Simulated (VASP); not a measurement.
Runs of VASP 6.6.1 on Cu. The structure is that of space group P2/m (No. 10), or close to it. The cells are those of the table. 

| cell | gap on the mesh (eV) | pressure (GPa) |
| --- | --- | --- |
| a = 11.263, b = 2.248, c = 22.146 Å, angles 90.0, 100.3, 89.2°, 1 atom | none | 0.1 |
| a = 11.680, b = 2.393, c = 23.566 Å, angles 90.0, 105.8, 90.0°, 1 atom | none | (a) |
| a = 11.853, b = 2.322, c = 23.053 Å, angles 90.8, 100.8, 89.5°, 1 atom | none | 0.0 |
| a = 10.815, b = 2.327, c = 21.980 Å, angles 90.0, 108.1, 90.0°, 1 atom | none | 0.0 |

Alike in all rows: task single point; level PBE; potentials or basis VASP PAW PBE potentials, release 64 (Cu); no spin polarisation; k mesh 4 × 12 × 2; cutoff (eV) 520; smearing gaussian 0.02 eV.

Q: Fill in the values left out.

A: (a) -0.1.

A gap of «none» marks levels without a gap at the run's occupations.
